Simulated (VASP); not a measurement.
# Gd (P6_3/mmc) in VASP: notebook

Gd is run at these levels: PBE; tasks: single point.

All numbers are computed with VASP 6.6.1; they aren't measurements. Logs are shortened: lines on timing, memory, paths and dates and some standing lists are left out, and cuts for length are marked.

## Step 1: The cell of the first run

The structure is hexagonal, space group P6_3/mmc (No. 194). The conventional cell has a = 3.636 Å, b = 3.636 Å, c = 5.783 Å, α = 90.00°, β = 90.00°, γ = 120.00°. Within 4.7 Å of Gd (site symmetry -6m2) lie 12 Gd at 3.57 to 3.64 Å.

## Step 2: Single point, PBE, collinear spin, antiferromagnetic start

The input, INCAR:

```
SYSTEM = Gd
PREC = Accurate
ENCUT = 520
EDIFF = 1E-6
ISMEAR = -1
SIGMA = 0.05
LREAL = .False.
LASPH = .True.
NELM = 150
ALGO = Normal
ISIF = 2
LWAVE = .False.
LCHARG = .False.
ISPIN = 2
MAGMOM = 7.2 -7.2
LORBIT = 11
LMAXMIX = 6
GGA = PE
NBANDS = 29
```

The input, KPOINTS:

```
Automatic mesh
0
Gamma
  10 10 5
  0 0 0
```

The input, POSCAR:

```
Gd
1.0
    3.6360000000      0.0000000000      0.0000000000
   -1.8180000000      3.1488683682      0.0000000000
    0.0000000000      0.0000000000      5.7826000000
Gd
2
Direct
    0.3333333333      0.6666666667      0.2500000000
    0.6666666667      0.3333333333      0.7500000000
```

Potentials or basis: VASP PAW PBE potentials, release 64 (Gd).

Run with:

```bash
$ cat potpaw_PBE.64/Gd/POTCAR > POTCAR
$ mpirun -np 1 vasp_std > vasp.out
```

OUTCAR:

```text
SYSTEM = Gd
   PREC = Accurate
   ENCUT = 520
   EDIFF = 1E-6
   ISMEAR = -1
   LREAL = .False.
   LASPH = .True.
   NELM = 150
   ISIF = 2
   ISPIN = 2
   LORBIT = 11
   GGA = PE

 ion  position               nearest neighbor table
   1  0.333  0.667  0.250-
   2  0.667  0.333  0.750-

  LATTYP: Found a hexagonal cell.
 ALAT       =     3.6360000000
 C/A-ratio  =     1.5903740374

  Lattice vectors:

 A1 = (   3.6360000000,   0.0000000000,   0.0000000000)
 A2 = (  -1.8180000000,   3.1488683682,   0.0000000000)
 A3 = (   0.0000000000,   0.0000000000,   5.7826000000)

Analysis of symmetry for initial positions (statically):
=====================================================================
 Subroutine PRICEL returns:
 Original cell was already a primitive cell.

 Routine SETGRP: Setting up the symmetry group for a
 hexagonal supercell.

 Subroutine GETGRP returns: Found 24 space group operations
 (whereof 12 operations were pure point group operations)
 out of a pool of 24 trial point group operations.

The static configuration has the point symmetry D_3d.
 The point group associated with its full space group is D_6h.

Analysis of symmetry for dynamics (positions and initial velocities):
=====================================================================
 Subroutine PRICEL returns:
 Original cell was already a primitive cell.

 Routine SETGRP: Setting up the symmetry group for a
 hexagonal supercell.

 Subroutine GETGRP returns: Found 24 space group operations
 (whereof 12 operations were pure point group operations)
 out of a pool of 24 trial point group operations.

The dynamic configuration has the point symmetry D_3d.
 The point group associated with its full space group is D_6h.

Analysis of structural, dynamic, and magnetic symmetry:
=====================================================================
 Subroutine PRICEL returns:
 Original cell was already a primitive cell.

 Routine SETGRP: Setting up the symmetry group for a
 hexagonal supercell.

 Subroutine GETGRP returns: Found 24 space group operations
 (whereof 12 operations were pure point group operations)
 out of a pool of 24 trial point group operations.

The overall configuration has the point symmetry D_3d.
 The point group associated with its full space group is D_6h.

 Subroutine INISYM returns: Found 24 space group operations
 (whereof 12 operations are pure point group operations),
 and found     1 'primitive' translations

----------------------------------------------------------------------------------------

                                     Primitive cell

  volume of cell :      66.2066

  direct lattice vectors                    reciprocal lattice vectors
     3.636000000  0.000000000  0.000000000     0.275027503  0.158787203  0.000000000
    -1.818000000  3.148868368  0.000000000     0.000000000  0.317574405  0.000000000
     0.000000000  0.000000000  5.782600000     0.000000000  0.000000000  0.172932591

  length of vectors
     3.636000000  3.636000000  5.782600000     0.317574405  0.317574405  0.172932591

  position of ions in fractional coordinates (direct lattice)
     0.333333333  0.666666667  0.250000000
     0.666666667  0.333333333  0.750000000

  ion indices of the primitive-cell ions
   primitive index   ion index
                 1           1
                 2           2

----------------------------------------------------------------------------------------

 KPOINTS: Automatic mesh

Automatic generation of k-mesh.
 Grid dimensions read from file:
 generate k-points for:   10   10    5

 Generating k-lattice:

  Cartesian coordinates                     Fractional coordinates (reciprocal lattice)
     0.027502750  0.015878720  0.000000000     0.100000000  0.000000000  0.000000000
     0.000000000  0.031757441  0.000000000     0.000000000  0.100000000  0.000000000
     0.000000000  0.000000000  0.034586518     0.000000000  0.000000000  0.200000000

  Length of vectors
     0.031757441  0.031757441  0.034586518

  Shift w.r.t. Gamma in fractional coordinates (k-lattice)
     0.000000000  0.000000000  0.000000000

 Subroutine IBZKPT returns following result:
 ===========================================

 Found     42 irreducible k-points:

 Following reciprocal coordinates:
            Coordinates               Weight
  0.000000  0.000000  0.000000      1.000000
  0.100000  0.000000  0.000000      6.000000
  0.200000  0.000000  0.000000      6.000000
  0.300000  0.000000  0.000000      6.000000
  0.400000  0.000000  0.000000      6.000000
  0.500000  0.000000  0.000000      3.000000
[... 16 lines left out ...]
  0.300000  0.100000  0.200000     24.000000
  0.400000  0.100000  0.200000     24.000000
 [... further k-points ...]
   k-points           NKPTS =     42   k-points in BZ     NKDIM =     42   number of bands    NBANDS=     29
   number of dos      NEDOS =    301   number of ions     NIONS =      2
   total plane-waves  NPLWV =  37632
   dimension x,y,z NGX =    28 NGY =   28 NGZ =   48
   dimension x,y,z NGXF=    56 NGYF=   56 NGZF=   96
   ions per type =               2
   NGX,Y,Z   is equivalent  to a cutoff of  12.80, 12.80, 13.80 a.u.
   NGXF,Y,Z  is equivalent  to a cutoff of  25.60, 25.60, 27.60 a.u.
 SYSTEM =  Gd
   PREC   = accura    normal or accurate (medium, high low for compatibility)
   ISTART =      0    job   : 0-new  1-cont  2-samecut
   ICHARG =      2    charge: 1-file 2-atom 10-const
   ISPIN  =      2    spin polarized calculation?
   LNONCOLLINEAR =      F non collinear calculations
   LSORBIT =      F    spin-orbit coupling
   LASPH  =      T    aspherical Exc in radial PAW
   ENCUT  =  520.0 eV  38.22 Ry    6.18 a.u.   6.76  6.76 10.75*2*pi/ulx,y,z
   NELM   =    150;   NELMIN=  2; NELMDL= -5     # of ELM steps
   EDIFF  = 0.1E-05   stopping-criterion for ELM
   LREAL  =      F    real-space projection
[... 7 lines left out ...]
   TEBEG  =    0.0;   TEEND  =   0.0 temperature during run
   PSTRESS=    0.0 pullay stress
   NELECT =      36.0000    total number of electrons
   NUPDOWN=      -1.0000    fix difference up-down
   EMIN   =  10.00;   EMAX   =-10.00  energy-range for DOS
   EFERMI =   0.00;   METHOD = LEGACY
   ISMEAR =    -1;   SIGMA  =   0.05  broadening in eV -4-tet -1-fermi 0-gaus
   EFERMI_NEDOS =   21; number of points for ismear=-14 and -15
   IALGO  =     38    algorithm
   IMIX   =      4    mixing-type and parameters
     AMIX     =   0.40;   BMIX     =  1.00
     AMIX_MAG =   1.60;   BMIX_MAG =  1.00
  volume/ion in A,a.u.               =      33.10       223.39
  Fermi-wavevector in a.u.,A,eV,Ry     =   1.336211  2.525073 24.292668  1.785461
  Thomas-Fermi vector in A             =   2.464856
   LORBIT       =     11    0 simple, 1 ext, 2 COOP (PROOUT), +10 PAW based schemes
   GGA     = PE    functional components
   LHFCALC =     F    Hartree Fock is set to
   AEXX    =    0.0000 exact exchange contribution
   IVDW    =     0    specifies the selected vdW correction
   LEPSILON=     F    determine dielectric tensor
   LRPA    =     F    only Hartree local field effects (RPA)
 spin polarized calculation
  energy-cutoff  :      520.00
  volume of cell :       66.21
 maximum number of plane-waves:      1797
 NGX is ok and might be reduce to    28
   NGX = 13   NGY = 13   NGZ = 21

 number of electron      36.0000006 magnetization       0.0000000

 number of electron      36.0000006 magnetization      -0.0000000

 Free energy of the ion-electron system (eV)
  ---------------------------------------------------
  ext. energy  EPLUGINS =         0.00000000
  ---------------------------------------------------
  free energy    TOTEN  =       -23.43808234 eV

  energy without entropy =      -23.41129631  energy(sigma->0) =      -23.42468932

 E-fermi :   2.9137     XC(G=0):  -9.9693

 val. band max:        2.8975358076   @ k =   0.3000   0.2000   0.0000
 cond. band min:       2.9355690862   @ k =   0.4000   0.1000   0.2000
 fundamental gap:      0.0380332786
 Fermi energy:         2.9136863118

 spin component 1

 k-point     1 :       0.0000    0.0000    0.0000
  band No.  band energies     occupation
      1     -42.2214      1.00000
      2     -39.0063      1.00000
      3     -19.6763      1.00000
      4     -19.3676      1.00000
      5     -19.3676      1.00000
      6     -17.2854      1.00000
[... 21 lines left out ...]
     28       5.1232      0.00000
     29       5.8443      0.00000
[... 705 lines left out ...]
 k-point    24 :       0.4000    0.1000    0.2000
  band No.  band energies     occupation
      1     -42.1840      1.00000
      2     -38.9605      1.00000
      3     -19.8400      1.00000
      4     -19.5557      1.00000
      5     -19.5127      1.00000
      6     -17.5483      1.00000
[... 21 lines left out ...]
     28       4.7880      0.00000
     29       5.3712      0.00000

 [... further k-points ...]

 spin component 2

 k-point     1 :       0.0000    0.0000    0.0000
  band No.  band energies     occupation
      1     -42.2214      1.00000
      2     -39.0063      1.00000
      3     -19.6763      1.00000
      4     -19.3676      1.00000
      5     -19.3676      1.00000
      6     -17.2854      1.00000
[... 21 lines left out ...]
     28       5.1232      0.00000
     29       5.8444      0.00000
[... 705 lines left out ...]
 k-point    24 :       0.4000    0.1000    0.2000
  band No.  band energies     occupation
      1     -42.1840      1.00000
      2     -38.9605      1.00000
      3     -19.8400      1.00000
      4     -19.5557      1.00000
      5     -19.5127      1.00000
      6     -17.5483      1.00000
[... 21 lines left out ...]
     28       4.7880      0.00000
     29       5.3712      0.00000

 [... further k-points ...]

------------------------ aborting loop because EDIFF is reached ----------------------------------------

  FORCE on cell =-STRESS in cart. coord.  units (eV):
  Direction    XX          YY          ZZ          XY          YZ          ZX
  --------------------------------------------------------------------------------------
  -------------------------------------------------------------------------------------
  Total       -0.0701432     -0.0701432      0.1327082     -0.0000000      0.0000000      0.0000000
  in kB       -1.6974398     -1.6974398      3.2114922     -0.0000000      0.0000000      0.0000000
  external PRESSURE =      -0.0611291 kB  Pullay stress =       0.0000000 kB

 VOLUME and BASIS-vectors are now :
 -----------------------------------------------------------------------------
  energy-cutoff  :      520.00
  volume of cell :       66.21
      direct lattice vectors                 reciprocal lattice vectors
     3.636000000  0.000000000  0.000000000     0.275027503  0.158787203  0.000000000
    -1.818000000  3.148868368  0.000000000     0.000000000  0.317574405  0.000000000
     0.000000000  0.000000000  5.782600000     0.000000000  0.000000000  0.172932591

 POSITION                                       TOTAL-FORCE (eV/Angst)
 -----------------------------------------------------------------------------------
     -0.00000      2.09925      1.44565        -0.000000     -0.000000      0.000000
      1.81800      1.04962      4.33695         0.000000      0.000000      0.000000
 -----------------------------------------------------------------------------------
    total drift:                                0.000000     -0.000000      0.000000

  FREE ENERGIE OF THE ION-ELECTRON SYSTEM (eV)
  ---------------------------------------------------
  free  energy   TOTEN  =       -23.4380823384 eV

  energy  without entropy=      -23.4112963094  energy(sigma->0) =      -23.42468932

 total charge

# of ion       s       p       d       f       tot
--------------------------------------------------
    1        2.074   5.562   0.574   6.997  15.207
    2        2.074   5.562   0.574   6.997  15.207
--------------------------------------------------
tot          4.149  11.123   1.148  13.994  30.413

 magnetization (x)

# of ion       s       p       d       f       tot
--------------------------------------------------
    1        0.009  -0.070   0.197   6.799   6.935
    2       -0.009   0.070  -0.197  -6.799  -6.935
--------------------------------------------------
tot          0.000   0.000   0.000   0.000   0.000
```

Wall time 8.7 min (1 thread of Intel Xeon Platinum 8259CL at 2.50GHz (Skylake/Cascade Lake), shared host); peak memory 0.3 GiB.

What came out:

```
Free energy                                           : -23.4381 eV
Pressure                                              : 0.0 GPa
Band gap on the k mesh                                : zero (filled and empty bands overlap)
Net moment                                            : 0.00 μB per cell
Site moments                                          : Gd +6.93, -6.93 μB
Valence electrons inside the program's atomic spheres : Gd 15.21
```

Caveat: spin-orbit coupling is left out, which moves the levels of the heavy elements; semilocal functionals describe open f shells poorly, which spoils levels, moments and volumes.

## Step 3: Single point, PBE, collinear spin, antiferromagnetic start

The input, INCAR:

```
PREC = Accurate
ENCUT = 520
EDIFF = 1E-6
ISMEAR = -1
SIGMA = 0.05
LREAL = F
LASPH = T
NELM = 150
ALGO = Normal
ISIF = 2
LWAVE = F
LCHARG = F
ISPIN = 2
MAGMOM = 7.2 -7.2
LORBIT = 11
LMAXMIX = 6
GGA = PE
NBANDS = 29
```

The input, KPOINTS:

```
regular mesh
0
Gamma
  10 10 5
```

POSCAR is that of step 2.

Potentials or basis: VASP PAW PBE potentials, release 64 (Gd).

Run with:

```bash
$ cat potpaw_PBE.64/Gd/POTCAR > POTCAR
$ mpirun -np 1 vasp_std > vasp.out
```

Wall time 8.2 min (1 thread of Intel Xeon Platinum 8259CL at 2.50GHz (Skylake/Cascade Lake), shared host); peak memory 0.3 GiB.

The run converged. Its results:

```yaml
Free_energy: -23.4381 eV
Pressure: 0.0 GPa
Band_gap_on_the_k_mesh: zero (filled and empty bands overlap)
Net_moment: 0.00 μB per cell
Site_moments: Gd +6.93, -6.93 μB
Valence_electrons_inside_the_program's_atomic_spheres: Gd 15.21
```

Stress tensor (GPa, compression positive):
```
-0.17  0.00  0.00
 0.00 -0.17  0.00
 0.00  0.00  0.32
```

Levels at points of the mesh, in eV from the Fermi level:
Spin up:
```
           k point  band 16  band 17  band 18  band 19  band 20  band 21
(0.00, 0.00, 0.00)    -4.62    -1.91     0.50     0.54     0.63     0.63
(0.50, 0.00, 0.00)    -1.79    -1.09    -0.90     0.31     0.58     0.64
```
Spin down:
```
           k point  band 15  band 16  band 17  band 18  band 19  band 20  band 21  band 22
(0.00, 0.00, 0.00)    -4.64    -4.62    -1.91     0.50     0.54     0.63     0.63     0.70
(0.50, 0.00, 0.00)    -4.62    -1.79    -1.09    -0.90     0.31     0.58     0.64     0.67
```

Caveat: spin-orbit coupling is left out, which moves the levels of the heavy elements; semilocal functionals describe open f shells poorly, which spoils levels, moments and volumes.
